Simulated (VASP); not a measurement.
# Be3ZnSe4 (P3m1) in VASP: settings compared, part 3 of 3

VASP 6.6.1. Earlier steps stand in the parts before.

### 5 Relaxation of shape and atoms at fixed volume, PBE (17.73 Å³/atom)

This run uses another cell than the first one, of 17.73 Å³/atom.

INCAR

```
ALGO     = Normal         # electronic algorithm
EDIFF    = 1E-6           # SCF threshold, eV
EDIFFG   = -0.01          # ionic threshold
ENCUT    = 600            # plane-wave cutoff, eV
GGA      = PE             # functional
IBRION   = 2              # ionic algorithm
ISIF     = 4              # what is computed and relaxed
ISMEAR   = 0              # smearing method
LASPH    = True           # aspherical terms in the spheres
LCHARG   = False          # write CHGCAR
LREAL    = False          # projectors in reciprocal space
LWAVE    = False          # write WAVECAR
NELM     = 80             # most SCF steps
NSW      = 50             # ionic steps
PREC     = Accurate       # precision mode
SIGMA    = 0.02           # smearing width, eV
```

KPOINTS

```
k-points
0
Gamma
  6 6 2
```

POSCAR

```
Be3ZnSe4
1.0
    3.6689347882      0.0000000283      0.0000000000
   -1.8344674186      3.1773907173      0.0000000000
    0.0000000000      0.0000000000     12.1703972337
Be Zn Se
3 1 4
Direct
    0.6666666667      0.3333333333      0.0125627390
    0.6666666667      0.3333333333      0.4924924325
    0.0000000000      0.0000000000      0.2530607606
    0.0000000000      0.0000000000      0.7569214286
    0.6666666667      0.3333333333      0.1939519415
    0.6666666667      0.3333333333      0.6724466870
    0.0000000000      0.0000000000      0.4341799378
    0.0000000000      0.0000000000      0.9543840730
```

Potentials or basis: VASP PAW PBE potentials, release 64 (Be, Zn, Se).

The run is started by

```console
cat potpaw_PBE.64/Be/POTCAR potpaw_PBE.64/Zn/POTCAR potpaw_PBE.64/Se/POTCAR > POTCAR
mpirun -np 1 vasp_std > vasp.out
```

OUTCAR:

```text
EDIFF = 1E-6
   EDIFFG = -0.01
   ENCUT = 600
   GGA = PE
   IBRION = 2
   ISIF = 4
   ISMEAR = 0
   LASPH = True
   LREAL = False
   NELM = 80
   NSW = 50
   PREC = Accurate

 ion  position               nearest neighbor table
   1  0.667  0.333  0.013-   5 2.21   8 2.23   8 2.23   8 2.23
   2  0.667  0.333  0.492-   6 2.19   7 2.23   7 2.23   7 2.23
   3  0.000  0.000  0.253-   7 2.20   5 2.24   5 2.24   5 2.24
   4  0.000  0.000  0.757-   6 2.35   6 2.35   6 2.35   8 2.40
   5  0.667  0.333  0.194-   1 2.21   3 2.24   3 2.24   3 2.24
   6  0.667  0.333  0.672-   2 2.19   4 2.35   4 2.35   4 2.35
   7  0.000  0.000  0.434-   3 2.20   2 2.23   2 2.23   2 2.23
   8  0.000  0.000  0.954-   1 2.23   1 2.23   1 2.23   4 2.40

  LATTYP: Found a hexagonal cell.
 ALAT       =     3.6689347882
 C/A-ratio  =     3.3171473292

  Lattice vectors:

 A1 = (   3.6689347882,   0.0000000283,   0.0000000000)
 A2 = (  -1.8344674186,   3.1773907173,   0.0000000000)
 A3 = (   0.0000000000,   0.0000000000,  12.1703972337)

Analysis of symmetry for initial positions (statically):
=====================================================================
 Subroutine PRICEL returns:
 Original cell was already a primitive cell.

 Routine SETGRP: Setting up the symmetry group for a
 hexagonal supercell.

 Subroutine GETGRP returns: Found  6 space group operations
 (whereof  6 operations were pure point group operations)
 out of a pool of 24 trial point group operations.

The static configuration has the point symmetry C_3v.

Analysis of symmetry for dynamics (positions and initial velocities):
=====================================================================
 Subroutine PRICEL returns:
 Original cell was already a primitive cell.

 Routine SETGRP: Setting up the symmetry group for a
 hexagonal supercell.

 Subroutine GETGRP returns: Found  6 space group operations
 (whereof  6 operations were pure point group operations)
 out of a pool of 24 trial point group operations.

The dynamic configuration has the point symmetry C_3v.

 Subroutine INISYM returns: Found  6 space group operations
 (whereof  6 operations are pure point group operations),
 and found     1 'primitive' translations

----------------------------------------------------------------------------------------

                                     Primitive cell

  volume of cell :     141.8781

  direct lattice vectors                    reciprocal lattice vectors
     3.668934788  0.000000028  0.000000000     0.272558673  0.157361826  0.000000000
    -1.834467419  3.177390717  0.000000000    -0.000000002  0.314723647  0.000000000
     0.000000000  0.000000000 12.170397234     0.000000000  0.000000000  0.082166587

  length of vectors
     3.668934788  3.668934788 12.170397234     0.314723647  0.314723647  0.082166587

  position of ions in fractional coordinates (direct lattice)
     0.666666667  0.333333333  0.012562739
     0.666666667  0.333333333  0.492492433
     0.000000000  0.000000000  0.253060761
     0.000000000  0.000000000  0.756921429
     0.666666667  0.333333333  0.193951942
     0.666666667  0.333333333  0.672446687
     0.000000000  0.000000000  0.434179938
     0.000000000  0.000000000  0.954384073

  ion indices of the primitive-cell ions
   primitive index   ion index
                 1           1
                 2           2
                 3           3
                 4           4
                 5           5
[... 24 lines left out ...]

 Subroutine IBZKPT returns following result:
 ===========================================

 Found     14 irreducible k-points:

 Following reciprocal coordinates:
            Coordinates               Weight
  0.000000  0.000000  0.000000      1.000000
  0.166667  0.000000  0.000000      6.000000
  0.333333 -0.000000  0.000000      6.000000
  0.500000 -0.000000  0.000000      3.000000
  0.166667  0.166667  0.000000      6.000000
  0.333333  0.166667  0.000000     12.000000
  0.333333  0.333333  0.000000      2.000000
  0.000000  0.000000  0.500000      1.000000
  0.166667  0.000000  0.500000      6.000000
  0.333333 -0.000000  0.500000      6.000000
  0.500000 -0.000000  0.500000      3.000000
  0.166667  0.166667  0.500000      6.000000
  0.333333  0.166667  0.500000     12.000000
  0.333333  0.333333  0.500000      2.000000
   k-points           NKPTS =     14   k-points in BZ     NKDIM =     14   number of bands    NBANDS=     26
   number of dos      NEDOS =    301   number of ions     NIONS =      8
   total plane-waves  NPLWV =  88200
   dimension x,y,z NGX =    30 NGY =   30 NGZ =   98
   dimension x,y,z NGXF=    60 NGYF=   60 NGZF=  196
   ions per type =               3   1   4
   NGX,Y,Z   is equivalent  to a cutoff of  13.59, 13.59, 13.39 a.u.
   NGXF,Y,Z  is equivalent  to a cutoff of  27.19, 27.19, 26.77 a.u.
 SYSTEM =  unknown system
   PREC   = accura    normal or accurate (medium, high low for compatibility)
   ISTART =      0    job   : 0-new  1-cont  2-samecut
   ICHARG =      2    charge: 1-file 2-atom 10-const
   ISPIN  =      1    spin polarized calculation?
   LNONCOLLINEAR =      F non collinear calculations
   LSORBIT =      F    spin-orbit coupling
   LASPH  =      T    aspherical Exc in radial PAW
   ENCUT  =  600.0 eV  44.10 Ry    6.64 a.u.   7.33  7.33 24.31*2*pi/ulx,y,z
   NELM   =     80;   NELMIN=  2; NELMDL= -5     # of ELM steps
   EDIFF  = 0.1E-05   stopping-criterion for ELM
   LREAL  =      F    real-space projection
   EDIFFG = -.1E-01   stopping-criterion for IOM
   NSW    =     50    number of steps for IOM
   IBRION =      2    ionic relax: 0-MD 1-quasi-New 2-CG
   NFREE  =      1    steps in history (QN), initial steepest desc. (CG)
   ISIF   =      4    stress and relaxation
   ISYM   =      2    0-nonsym 1-usesym 2-fastsym
   POTIM  = 0.5000    time-step for ionic-motion
   TEBEG  =    0.0;   TEEND  =   0.0 temperature during run
   PSTRESS=    0.0 pullay stress
   NELECT =      42.0000    total number of electrons
   NUPDOWN=      -1.0000    fix difference up-down
   EMIN   =  10.00;   EMAX   =-10.00  energy-range for DOS
   EFERMI =   0.00;   METHOD = LEGACY
   ISMEAR =     0;   SIGMA  =   0.02  broadening in eV -4-tet -1-fermi 0-gaus
   EFERMI_NEDOS =   21; number of points for ismear=-14 and -15
   IALGO  =     38    algorithm
   IMIX   =      4    mixing-type and parameters
     AMIX     =   0.40;   BMIX     =  1.00
     AMIX_MAG =   1.60;   BMIX_MAG =  1.00
  volume/ion in A,a.u.               =      17.73       119.68
  Fermi-wavevector in a.u.,A,eV,Ry     =   1.091070  2.061824 16.196849  1.190435
  Thomas-Fermi vector in A             =   2.227308
   LORBIT       =      0    0 simple, 1 ext, 2 COOP (PROOUT), +10 PAW based schemes
   GGA     = PE    functional components
   LHFCALC =     F    Hartree Fock is set to
   AEXX    =    0.0000 exact exchange contribution
   IVDW    =     0    specifies the selected vdW correction
   LEPSILON=     F    determine dielectric tensor
   LRPA    =     F    only Hartree local field effects (RPA)
 conjugate gradient relaxation of ions
 non-spin polarized calculation
 Gauss-broadening in eV      SIGMA  =   0.02
  energy-cutoff  :      600.00
  volume of cell :      141.88
 maximum number of plane-waves:      4771
 NGX is ok and might be reduce to    30
   NGX = 15   NGY = 15   NGZ = 49

--------------------------------------- Ionic step        1  -------------------------------------------

 number of electron      41.9999996 magnetization

 Free energy of the ion-electron system (eV)
  ---------------------------------------------------
  ext. energy  EPLUGINS =         0.00000000
  ---------------------------------------------------
  free energy    TOTEN  =       -32.12063974 eV

  energy without entropy =      -32.12063974  energy(sigma->0) =      -32.12063974

------------------------ aborting loop because EDIFF is reached ----------------------------------------

  FORCE on cell =-STRESS in cart. coord.  units (eV):
  Direction    XX          YY          ZZ          XY          YZ          ZX
  --------------------------------------------------------------------------------------
  -------------------------------------------------------------------------------------
  Total        4.4467000      4.4467000      4.6592214      0.0000000      0.0000000      0.0000000
  in kB       50.2149504     50.2149504     52.6148773      0.0000000      0.0000000      0.0000000
  external PRESSURE =      51.0149260 kB  Pullay stress =       0.0000000 kB
[... 197 lines left out ...]
--------------------------------------- Ionic step        6  -------------------------------------------

 number of electron      41.9999995 magnetization

 Free energy of the ion-electron system (eV)
  ---------------------------------------------------
  ext. energy  EPLUGINS =         0.00000000
  ---------------------------------------------------
  free energy    TOTEN  =       -32.12169339 eV

  energy without entropy =      -32.12169339  energy(sigma->0) =      -32.12169339

 E-fermi :   3.8680     XC(G=0):  -9.5791

 val. band max:        3.7733085342   @ k =   0.0000   0.0000   0.0000
 cond. band min:       6.2599506130   @ k =   0.5000  -0.0000   0.0000
 fundamental gap:      2.4866420788
 Fermi energy:         3.8679560945

 k-point     1 :       0.0000    0.0000    0.0000
  band No.  band energies     occupation
      1     -10.7114      2.00000
      2     -10.2277      2.00000
      3     -10.0586      2.00000
      4      -9.3958      2.00000
      5      -3.3124      2.00000
      6      -3.2744      2.00000
[... 430 lines left out ...]
  FREE ENERGIE OF THE ION-ELECTRON SYSTEM (eV)
  ---------------------------------------------------
  free  energy   TOTEN  =       -32.1216933894 eV

  energy  without entropy=      -32.1216933894  energy(sigma->0) =      -32.12169339

 reached required accuracy - stopping structural energy minimisation
```

Run time: 2.1 min. Hardware: 1 thread of Intel Xeon 6975P-C (Granite Rapids), shared host; peak memory 0.32 GiB.

Results:

```yaml
Free_energy: -32.1217 eV
Energy_gained_by_relaxing: 0.1 meV/atom
Ionic_steps: 6
Pressure_after_relaxing: 5.0 GPa
Largest_force_after_relaxing: 0.008 eV/Å
Band_gap_on_the_k_mesh: 2.49 eV (least direct gap 2.84 eV)
```

Forces in eV/Å, atoms in the order of the input:
```
Be   0.000  0.000  0.005
Be   0.000  0.000 -0.002
Be   0.000  0.000 -0.008
Zn   0.000  0.000  0.000
Se   0.000  0.000  0.005
Se   0.000  0.000 -0.001
Se   0.000  0.000 -0.004
Se   0.000  0.000  0.004
```

Step by step:
```csv
step,energy change (eV),largest force (eV/Å),pressure (GPa),volume (Å³)
1,0.0000,0.1002,5.10,141.88
2,-0.0008,0.0379,5.05,141.88
3,-0.0009,0.0314,5.04,141.88
4,-0.0010,0.0177,5.03,141.88
5,-0.0010,0.0129,5.03,141.88
6,-0.0011,0.0079,5.03,141.88
```

Final structure:
```xyz
8
Lattice="3.6656 0.0000 0.0000 -1.8328 3.1745 0.0000 0.0000 0.0000 12.1924" Properties=species:S:1:pos:R:3 pbc="T T T"
Be    1.8328    1.0582    0.1543
Be    1.8328    1.0582    6.0011
Be    0.0000    0.0000    3.0857
Zn    0.0000    0.0000    9.2381
Se    1.8328    1.0582    2.3638
Se    1.8328    1.0582    8.1908
Se   -1.8328    3.1745    5.2914
Se    0.0000    0.0000   11.6401
```

### 6 Relaxation of shape and atoms at fixed volume, PBE (18.30 Å³/atom)

This run uses another cell than the first one, of 18.30 Å³/atom.

INCAR

```
SYSTEM = Be3ZnSe4
ALGO = Normal
EDIFF = 1E-6
EDIFFG = -0.01
ENCUT = 600
GGA = PE
IBRION = 2
ISIF = 4
ISMEAR = 0
LASPH = .True.
LCHARG = .False.
LREAL = .False.
LWAVE = .False.
NELM = 60
NSW = 50
PREC = Accurate
SIGMA = 0.02
```

KPOINTS

```
k-points
0
Gamma
  6 6 2
  0 0 0
```

POSCAR

```
Be3ZnSe4
1.0
    3.7094004919      0.0000000286      0.0000000000
   -1.8547002707      3.2124350445      0.0000000000
    0.0000000000      0.0000000000     12.2863015168
Be Zn Se
3 1 4
Direct
    0.6666666667      0.3333333333      0.0125380000
    0.6666666667      0.3333333333      0.4928060000
    0.0000000000      0.0000000000      0.2531180000
    0.0000000000      0.0000000000      0.7562110000
    0.6666666667      0.3333333333      0.1939280000
    0.6666666667      0.3333333333      0.6729290000
    0.0000000000      0.0000000000      0.4343310000
    0.0000000000      0.0000000000      0.9541390000
```

Potentials or basis: VASP PAW PBE potentials, release 64 (Be, Zn, Se).

The run is started by

```console
cat potpaw_PBE.64/Be/POTCAR potpaw_PBE.64/Zn/POTCAR potpaw_PBE.64/Se/POTCAR > POTCAR
mpirun -np 1 vasp_std > vasp.out
```

Run time: 2 min. Hardware: 1 thread of Intel Xeon 6975P-C (Granite Rapids), shared host; peak memory 0.32 GiB.

Results (log left out):

```
Free energy                  : -32.2260 eV
Energy gained by relaxing    : 0.1 meV/atom
Ionic steps                  : 5
Pressure after relaxing      : 2.4 GPa
Largest force after relaxing : 0.010 eV/Å
Band gap on the k mesh       : 2.55 eV (least direct gap 2.74 eV)
```

Forces on the atoms (eV/Å):
```
Be   0.000  0.000  0.010
Be   0.000  0.000 -0.001
Be   0.000  0.000 -0.008
Zn   0.000  0.000  0.004
Se   0.000  0.000  0.005
Se   0.000  0.000 -0.002
Se   0.000  0.000 -0.009
Se   0.000  0.000  0.001
```

The path:
| step | energy change (eV) | largest force (eV/Å) | pressure (GPa) | volume (Å³) |
| --- | --- | --- | --- | --- |
| 1 | 0.0000 | 0.0915 | 2.48 | 146.41 |
| 2 | -0.0006 | 0.0365 | 2.44 | 146.41 |
| 3 | -0.0007 | 0.0240 | 2.42 | 146.41 |
| 4 | -0.0008 | 0.0150 | 2.42 | 146.41 |
| 5 | -0.0008 | 0.0100 | 2.42 | 146.41 |

Final structure:
```
Be Zn Se
1.0
     3.70671    0.00000    0.00000
    -1.85336    3.21011    0.00000
     0.00000    0.00000   12.30414
Be Zn Se
3 1 4
Direct
  0.66667 0.33333 0.01249
  0.66667 0.33333 0.49254
  0.00000 0.00000 0.25319
  0.00000 0.00000 0.75692
  0.66667 0.33333 0.19387
  0.66667 0.33333 0.67235
  0.00000 0.00000 0.43424
  0.00000 0.00000 0.95439
```

Levels at points of the mesh, in eV from the valence-band top:
| k point | band 19 | band 20 | band 21 | band 22 | band 23 | band 24 |
| --- | --- | --- | --- | --- | --- | --- |
| (0.00, 0.00, 0.00) | -0.69 | 0.00 | 0.00 | 2.74 | 3.16 | 3.56 |
| (0.50, 0.00, 0.00) | -2.33 | -2.17 | -1.17 | 2.55 | 2.73 | 3.16 |
| (0.00, 0.00, 0.50) | -0.87 | -0.02 | -0.02 | 3.17 | 3.30 | 3.52 |
| (0.50, 0.00, 0.50) | -2.18 | -2.00 | -1.25 | 2.60 | 2.78 | 2.92 |

A k mesh can miss the band edges.

### 7 The runs side by side

```csv
task,level,cell,cutoff (eV),gap on the mesh (eV),pressure (GPa),largest force (eV/Å)
single point,r2SCAN,"a = 3.747, b = 3.747, c = 12.412 Å, angles 90.0, 90.0, 120.0°, 8 atoms, atomic positions A",520,3.09,-1.0,0.19
relaxation of shape and atoms at fixed volume,PBE,"relaxed from a = 3.584, b = 3.584, c = 11.943 Å, angles 90.0, 90.0, 120.0°, 8 atoms, atomic positions B",600,2.34,11.6,-
relaxation of shape and atoms at fixed volume,PBE,"relaxed from a = 3.627, b = 3.627, c = 12.056 Å, angles 90.0, 90.0, 120.0°, 8 atoms, atomic positions C",600,2.42,8.1,0.01
relaxation of shape and atoms at fixed volume,PBE,"relaxed from a = 3.669, b = 3.669, c = 12.170 Å, angles 90.0, 90.0, 120.0°, 8 atoms, atomic positions D",600,2.49,5.0,0.01
relaxation of shape and atoms at fixed volume,PBE,"relaxed from a = 3.709, b = 3.709, c = 12.286 Å, angles 90.0, 90.0, 120.0°, 8 atoms, atomic positions A",600,2.55,2.4,0.01
```

Alike in all rows: potentials or basis VASP PAW PBE potentials, release 64 (Be, Zn, Se); no spin polarisation; k mesh 6 × 6 × 2; smearing gaussian 0.02 eV.

Caveats: the PAW data sets were made with another functional, which shifts forces and pressure a little (at least some runs).

Absolute energies hang on the potentials; compare differences alone.
